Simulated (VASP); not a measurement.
The system is Cr.

```xyz
2
Lattice="2.9689 0.0000 0.0000 0.0000 2.9689 0.0000 0.0000 0.0000 2.9689" Properties=species:S:1:pos:R:3 pbc="T T T"
Cr    0.0000    0.0000    0.0000
Cr    1.4844    1.4844    1.4844
```

Program: VASP 6.6.1. Alike in all runs: task single point; level PBE+U; potentials or basis VASP PAW PBE potentials, release 64 (Cr_pv); spin collinear, antiferromagnetic start; cell as given; k mesh 11 × 11 × 11; cutoff (eV) 520; smearing fermi-dirac 0.05 eV.

Order these runs on this cell by their pressure, lowest first.
A. U Cr d U = 1.0 eV
B. U Cr d U = 5.0 eV
C. U Cr d U = 3.0 eV

A (0.7 GPa), C (21.9 GPa), B (36.4 GPa).

Caveats: the U is typed as a test and isn't derived for this compound.
